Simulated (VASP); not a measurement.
# AlN (P2) in VASP: further runs

The runs below take AlN through single point, with PBE.

Program: VASP 6.6.1. These are calculated values, not measurements. Logs are shortened: lines on timing, memory, paths and dates and some standing lists are left out, and cuts for length are marked.

## (1) The cell of the first run

The structure is monoclinic, space group P2 (No. 3). Conventional cell: a = 3.522 Å, b = 4.887 Å, c = 3.522 Å, α = 90.00°, β = 113.84°, γ = 90.00°. Within 2.5 Å of Al (site symmetry 2) lie 4 N at 1.85 Å and 1 Al at 1.87 Å. Al (site symmetry 2) has 2 N at 1.85 Å and 3 Al at 1.85 to 1.87 Å within 2.5 Å. Al (site symmetry 2) has 2 Al at 1.85 Å and 3 N at 1.87 to 1.92 Å within 2.5 Å. Within 2.5 Å of N (site symmetry 2) lie 4 Al at 1.85 to 1.92 Å and 1 N at 1.87 Å. Within 2.5 Å of N (site symmetry 2) lie 3 Al at 1.85 to 1.87 Å and 2 N at 1.92 Å. Within 2.5 Å of N (site symmetry 2) lie 2 Al at 1.85 Å and 3 N at 1.87 to 1.92 Å.

## (2) Single point, PBE

INCAR reads:

```
PREC     = Accurate       # precision mode
ENCUT    = 520            # plane-wave cutoff, eV
EDIFF    = 1E-6           # SCF threshold, eV
ISMEAR   = 0              # smearing method
SIGMA    = 0.1            # smearing width, eV
LREAL    = False          # projectors in reciprocal space
LASPH    = True           # aspherical terms in the spheres
NELM     = 80             # most SCF steps
ALGO     = Normal         # electronic algorithm
ISIF     = 2              # what is computed and relaxed
LWAVE    = False          # write WAVECAR
LCHARG   = True           # write CHGCAR
GGA      = PE             # functional
LELF     = True           # ELF
LVHAR    = True         
NBANDS   = 21             # bands
```

KPOINTS reads:

```
regular mesh
0
Gamma
  6 4 6
```

POSCAR reads:

```
AlN
1.0
    3.5222083400      0.0000000000      0.0000000000
    0.0000000000      4.8871296200      0.0000000000
   -1.4234444400      0.0000000000      3.2217631100
Al N
3 3
Direct
    0.5000000000      0.8086607100      0.5000000000
    0.5000000000      0.1913392900      0.5000000000
    0.5000000000      0.3086608600      0.0000000000
    0.0000000000      0.3086608600      0.5000000000
    0.5000000000      0.6913391400      0.0000000000
    0.0000000000      0.6913391400      0.5000000000
```

Potentials or basis: VASP PAW PBE potentials, release 64 (Al, N).

The run is started by

```sh
cat potpaw_PBE.64/Al/POTCAR potpaw_PBE.64/N/POTCAR > POTCAR
mpirun -np 1 vasp_std > vasp.out
```

OUTCAR:

```text
PREC = Accurate
   ENCUT = 520
   EDIFF = 1E-6
   ISMEAR = 0
   LREAL = False
   LASPH = True
   NELM = 80
   ISIF = 2
   GGA = PE

 ion  position               nearest neighbor table
   1  0.500  0.809  0.500-   6 1.85   6 1.85   5 1.85   5 1.85   2 1.87   3 3.01   3 3.01   3 3.01
                             3 3.01   2 3.02
   2  0.500  0.191  0.500-   4 1.85   4 1.85   3 1.85   3 1.85   1 1.87   1 3.02   3 3.29   3 3.29

   3  0.500  0.309  0.000-   2 1.85   2 1.85   5 1.87   4 1.92   4 1.92   1 3.01   1 3.01   1 3.01
                             1 3.01   2 3.29   2 3.29
   4  0.000  0.309  0.500-   2 1.85   2 1.85   3 1.92   3 1.92
   5  0.500  0.691  0.000-   1 1.85   1 1.85   3 1.87
   6  0.000  0.691  0.500-   1 1.85   1 1.85

  LATTYP: Found a base centered orthorhombic cell.
 ALAT       =     3.8450705384
 B/A-ratio  =     1.5350764827
 C/A-ratio  =     1.2710116944

  Lattice vectors:

 A1 = (  -1.4234444400,   0.0000000000,   3.2217631100)
 A2 = (   3.5222083400,   0.0000000000,   0.0000000000)
 A3 = (   0.0000000000,   4.8871296200,   0.0000000000)

Analysis of symmetry for initial positions (statically):
=====================================================================
 Subroutine PRICEL returns:
 Original cell was already a primitive cell.

 Routine SETGRP: Setting up the symmetry group for a
 base centered orthorhombic supercell.

 Subroutine GETGRP returns: Found  2 space group operations
 (whereof  2 operations were pure point group operations)
 out of a pool of  8 trial point group operations.

The static configuration has the point symmetry C_2 .

Analysis of symmetry for dynamics (positions and initial velocities):
=====================================================================
 Subroutine PRICEL returns:
 Original cell was already a primitive cell.

 Routine SETGRP: Setting up the symmetry group for a
 base centered orthorhombic supercell.

 Subroutine GETGRP returns: Found  2 space group operations
 (whereof  2 operations were pure point group operations)
 out of a pool of  8 trial point group operations.

The dynamic configuration has the point symmetry C_2 .

 Subroutine INISYM returns: Found  2 space group operations
 (whereof  2 operations are pure point group operations),
 and found     1 'primitive' translations

----------------------------------------------------------------------------------------

                                     Primitive cell

  volume of cell :      55.4578

  direct lattice vectors                    reciprocal lattice vectors
     3.522208340  0.000000000  0.000000000     0.283912791  0.000000000  0.125438795
     0.000000000  4.887129620  0.000000000     0.000000000  0.204619087  0.000000000
    -1.423444440  0.000000000  3.221763110     0.000000000  0.000000000  0.310389053

  length of vectors
     3.522208340  4.887129620  3.522208343     0.310389053  0.204619087  0.310389053

  position of ions in fractional coordinates (direct lattice)
     0.500000000  0.808660710  0.500000000
     0.500000000  0.191339290  0.500000000
     0.500000000  0.308660860  0.000000000
     0.000000000  0.308660860  0.500000000
     0.500000000  0.691339140  0.000000000
     0.000000000  0.691339140  0.500000000

  ion indices of the primitive-cell ions
   primitive index   ion index
                 1           1
                 2           2
                 3           3
                 4           4
                 5           5
                 6           6

----------------------------------------------------------------------------------------

 KPOINTS: regular mesh

Automatic generation of k-mesh.
 Grid dimensions read from file:
 generate k-points for:    6    4    6

 Generating k-lattice:

  Cartesian coordinates                     Fractional coordinates (reciprocal lattice)
     0.047318798  0.000000000  0.020906466     0.166666667  0.000000000  0.000000000
     0.000000000  0.051154772  0.000000000     0.000000000  0.250000000  0.000000000
     0.000000000  0.000000000  0.051731509     0.000000000  0.000000000  0.166666667

  Length of vectors
     0.051731509  0.051154772  0.051731509

  Shift w.r.t. Gamma in fractional coordinates (k-lattice)
     0.000000000  0.000000000  0.000000000

 Subroutine IBZKPT returns following result:
 ===========================================

 Found     60 irreducible k-points:

 Following reciprocal coordinates:
            Coordinates               Weight
  0.000000  0.000000  0.000000      1.000000
  0.166667  0.000000  0.000000      2.000000
  0.000000  0.000000  0.166667      2.000000
  0.333333  0.000000  0.000000      2.000000
  0.000000  0.000000  0.333333      2.000000
  0.500000  0.000000  0.000000      1.000000
[... 16 lines left out ...]
  0.333333  0.000000  0.166667      2.000000
  0.166667  0.000000  0.333333      2.000000
 [... further k-points ...]
   k-points           NKPTS =     60   k-points in BZ     NKDIM =     60   number of bands    NBANDS=     21
   number of dos      NEDOS =    301   number of ions     NIONS =      6
   total plane-waves  NPLWV =  28224
   dimension x,y,z NGX =    28 NGY =   36 NGZ =   28
   dimension x,y,z NGXF=    56 NGYF=   72 NGZF=   56
   ions per type =               3   3
   NGX,Y,Z   is equivalent  to a cutoff of  13.22, 12.25, 13.22 a.u.
   NGXF,Y,Z  is equivalent  to a cutoff of  26.43, 24.49, 26.43 a.u.
 SYSTEM =  unknown system
   PREC   = accura    normal or accurate (medium, high low for compatibility)
   ISTART =      0    job   : 0-new  1-cont  2-samecut
   ICHARG =      2    charge: 1-file 2-atom 10-const
   ISPIN  =      1    spin polarized calculation?
   LNONCOLLINEAR =      F non collinear calculations
   LSORBIT =      F    spin-orbit coupling
   LASPH  =      T    aspherical Exc in radial PAW
   ENCUT  =  520.0 eV  38.22 Ry    6.18 a.u.   6.55  9.09  6.55*2*pi/ulx,y,z
   NELM   =     80;   NELMIN=  2; NELMDL= -5     # of ELM steps
   EDIFF  = 0.1E-05   stopping-criterion for ELM
   LREAL  =      F    real-space projection
[... 7 lines left out ...]
   TEBEG  =    0.0;   TEEND  =   0.0 temperature during run
   PSTRESS=    0.0 pullay stress
   NELECT =      24.0000    total number of electrons
   NUPDOWN=      -1.0000    fix difference up-down
   EMIN   =  10.00;   EMAX   =-10.00  energy-range for DOS
   EFERMI =   0.00;   METHOD = LEGACY
   ISMEAR =     0;   SIGMA  =   0.10  broadening in eV -4-tet -1-fermi 0-gaus
   EFERMI_NEDOS =   21; number of points for ismear=-14 and -15
   IALGO  =     38    algorithm
   IMIX   =      4    mixing-type and parameters
     AMIX     =   0.40;   BMIX     =  1.00
     AMIX_MAG =   1.60;   BMIX_MAG =  1.00
  volume/ion in A,a.u.               =       9.24        62.37
  Fermi-wavevector in a.u.,A,eV,Ry     =   1.238296  2.340040 20.862855  1.533377
  Thomas-Fermi vector in A             =   2.372827
   LORBIT       =      0    0 simple, 1 ext, 2 COOP (PROOUT), +10 PAW based schemes
   GGA     = PE    functional components
   LHFCALC =     F    Hartree Fock is set to
   AEXX    =    0.0000 exact exchange contribution
   IVDW    =     0    specifies the selected vdW correction
   LEPSILON=     F    determine dielectric tensor
   LRPA    =     F    only Hartree local field effects (RPA)
 non-spin polarized calculation
 Gauss-broadening in eV      SIGMA  =   0.10
  energy-cutoff  :      520.00
  volume of cell :       55.46
 maximum number of plane-waves:      1518
 NGX is ok and might be reduce to    28
   NGX = 13   NGY = 19   NGZ = 13

 number of electron      24.0000003 magnetization

 Free energy of the ion-electron system (eV)
  ---------------------------------------------------
  ext. energy  EPLUGINS =         0.00000000
  ---------------------------------------------------
  free energy    TOTEN  =       -21.96004962 eV

  energy without entropy =      -21.95204060  energy(sigma->0) =      -21.95604511

 E-fermi :   9.2755     XC(G=0): -11.5888

 val. band max:        9.2666301851   @ k =   0.1667   0.2500   0.1667
 cond. band min:       9.2975812361   @ k =   0.5000   0.0000   0.0000
 fundamental gap:      0.0309510510
 Fermi energy:         9.2755468354

 k-point     1 :       0.0000    0.0000    0.0000
  band No.  band energies     occupation
      1      -9.7600      2.00000
      2      -6.5984      2.00000
      3      -1.9643      2.00000
      4       0.2412      2.00000
      5       1.0379      2.00000
      6       3.2531      2.00000
[... 13 lines left out ...]
     20      17.6307      0.00000
     21      19.6297      0.00000

 k-point     2 :       0.1667    0.0000    0.0000
  band No.  band energies     occupation
      1      -9.5021      2.00000
      2      -6.4583      2.00000
      3      -3.0515      2.00000
      4       0.4831      2.00000
      5       1.3205      2.00000
      6       3.0954      2.00000
[... 13 lines left out ...]
     20      18.0883      0.00000
     21      20.3997      0.00000

 k-point     3 :       0.0000    0.0000    0.1667
  band No.  band energies     occupation
      1      -9.5236      2.00000
      2      -6.4727      2.00000
      3      -3.0048      2.00000
      4       0.4801      2.00000
      5       1.7292      2.00000
      6       3.1002      2.00000
[... 13 lines left out ...]
     20      18.5342      0.00000
     21      19.6767      0.00000
[... 457 lines left out ...]
 k-point    23 :       0.3333    0.0000    0.1667
  band No.  band energies     occupation
      1      -8.3065      2.00000
      2      -6.4329      2.00000
      3      -4.9473      2.00000
      4      -0.2467      2.00000
      5       2.0835      2.00000
      6       2.4034      2.00000
[... 13 lines left out ...]
     20      19.3548      0.00000
     21      19.7208      0.00000

 k-point    24 :       0.1667    0.0000    0.3333
  band No.  band energies     occupation
      1      -8.4265      2.00000
      2      -6.2852      2.00000
      3      -5.0368      2.00000
      4       0.6030      2.00000
      5       1.6396      2.00000
      6       2.0616      2.00000
[... 13 lines left out ...]
     20      19.3472      0.00000
     21      20.8905      0.00000

 [... further k-points ...]
[... 5 lines left out ...]
  --------------------------------------------------------------------------------------
  -------------------------------------------------------------------------------------
  Total       17.5101046     33.7221343     46.7325846      0.0000000      0.0000000    -14.0622742
  in kB      505.8675465    974.2336637   1350.1060387      0.0000000      0.0000000   -406.2596041
  external PRESSURE =     943.4024163 kB  Pullay stress =       0.0000000 kB

 VOLUME and BASIS-vectors are now :
 -----------------------------------------------------------------------------
  energy-cutoff  :      520.00
  volume of cell :       55.46
      direct lattice vectors                 reciprocal lattice vectors
     3.522208340  0.000000000  0.000000000     0.283912791  0.000000000  0.125438795
     0.000000000  4.887129620  0.000000000     0.000000000  0.204619087  0.000000000
    -1.423444440  0.000000000  3.221763110     0.000000000  0.000000000  0.310389053

 POSITION                                       TOTAL-FORCE (eV/Angst)
 -----------------------------------------------------------------------------------
      1.04938      3.95203      1.61088         0.000000    -11.080588      0.000000
      1.04938      0.93510      1.61088         0.000000      4.068100      0.000000
      1.76110      1.50847      0.00000        -0.000000      6.794459      0.000000
     -0.71172      1.50847      1.61088         0.000000      1.915086      0.000000
      1.76110      3.37866      0.00000         0.000000     -1.414099      0.000000
     -0.71172      3.37866      1.61088         0.000000     -0.282958      0.000000
 -----------------------------------------------------------------------------------
    total drift:                               -0.000000     -0.000041      0.000001

  FREE ENERGIE OF THE ION-ELECTRON SYSTEM (eV)
  ---------------------------------------------------
  free  energy   TOTEN  =       -21.9600496183 eV

  energy  without entropy=      -21.9520405970  energy(sigma->0) =      -21.95604511
```

It took 29 s on 1 thread of Intel Xeon 6975P-C (Granite Rapids), shared host; peak memory 0.19 GiB.

What came out:

```yaml
Free_energy: -21.9600 eV
Pressure: 94.3 GPa
Largest_force: 11.081 eV/Å
Band_gap_on_the_k_mesh: zero (band 12 reaches 10.37 eV, above the bottom of band 13 at 8.75 eV)
```

Forces on the atoms (eV/Å):
```
Al    0.000 -11.081   0.000
Al    0.000   4.068   0.000
Al    0.000   6.794   0.000
N     0.000   1.915   0.000
N     0.000  -1.414   0.000
N     0.000  -0.283   0.000
```

Stress tensor (GPa, compression positive):
```
 50.59   0.00 -40.63
  0.00  97.42   0.00
-40.63   0.00 135.01
```

Caveat: forces of over 1 eV/Å act on the atoms, so gaps and moduli don't describe the material at rest.

## (3) Single point, PBE

This run uses another cell than the first one, of 13.71 Å³/atom, 1.484 times its volume.

INCAR reads:

```
PREC = Accurate
ENCUT = 520
EDIFF = 1E-6
ISMEAR = 0
SIGMA = 0.1
LREAL = False
LASPH = True
NELM = 80
ALGO = Normal
ISIF = 2
LWAVE = False
LCHARG = True
GGA = PE
LELF = True
LVHAR = True
NBANDS = 21
```

KPOINTS is that of step 2.

POSCAR reads:

```
AlN
1.0
    3.2994624099      0.0000000000      0.1865492862
    0.0000000000      6.3791639968      0.0000000000
   -1.1627886310      0.0000000000      3.8437145194
Al N
3 3
Direct
    0.5000000000      0.7530470931      0.5000000000
    0.5000000000      0.1640724377      0.5000000000
    0.5000000000      0.4216819991      0.0000000000
    0.0000000000      0.3702399709      0.5000000000
    0.5000000000      0.7050204764      0.0000000000
    0.0000000000      0.5859380228      0.5000000000
```

Potentials or basis: VASP PAW PBE potentials, release 64 (Al, N).

The run is started by

```sh
cat potpaw_PBE.64/Al/POTCAR potpaw_PBE.64/N/POTCAR > POTCAR
mpirun -np 1 vasp_std > vasp.out
```

Wall time 46 s (1 thread of Intel Xeon 6975P-C (Granite Rapids), shared host); peak memory 0.23 GiB.

Results (log left out):

| Quantity | Value |
| --- | --- |
| Free energy | -34.1091 eV |
| Pressure | -0.1 GPa |
| Largest force | 0.095 eV/Å |
| Band gap on the k mesh | zero (band 12 reaches 5.71 eV, above the bottom of band 13 at 5.09 eV) |

Forces on the atoms (eV/Å):
```
Al   0.000 -0.026  0.000
Al   0.000  0.006  0.000
Al   0.000 -0.014  0.000
N    0.000 -0.083  0.000
N    0.000  0.022  0.000
N    0.000  0.095  0.000
```

Stress tensor (GPa, compression positive):
```
-0.22  0.00  0.13
 0.00  0.09  0.00
 0.13  0.00 -0.04
```

Levels at points of the mesh, in eV from the Fermi level:
```tsv
k point	band 9	band 10	band 11	band 12	band 13	band 14	band 15	band 16
(0.00, 0.00, 0.00)	-3.49	-1.76	-0.76	-0.31	1.06	1.76	3.14	3.62
(0.50, 0.00, 0.00)	-3.44	-1.55	-1.21	-0.53	0.30	1.20	2.08	3.40
(0.00, 0.50, 0.00)	-2.66	-1.78	-1.65	-0.73	1.24	3.06	3.28	3.61
(0.50, 0.50, 0.00)	-3.18	-1.68	-0.83	-0.56	-0.38	1.16	1.27	3.66
(0.00, 0.00, 0.50)	-2.32	-2.23	-1.43	-0.59	0.27	0.87	3.77	3.94
(0.50, 0.00, 0.50)	-2.95	-2.81	-1.96	-0.27	0.97	1.96	3.13	4.54
(0.00, 0.50, 0.50)	-2.74	-2.29	-1.45	-0.43	1.09	1.17	2.69	3.68
(0.50, 0.50, 0.50)	-3.08	-1.50	-1.27	-0.92	0.90	1.10	3.25	3.90
```

(Continued in part 2 of 2.)
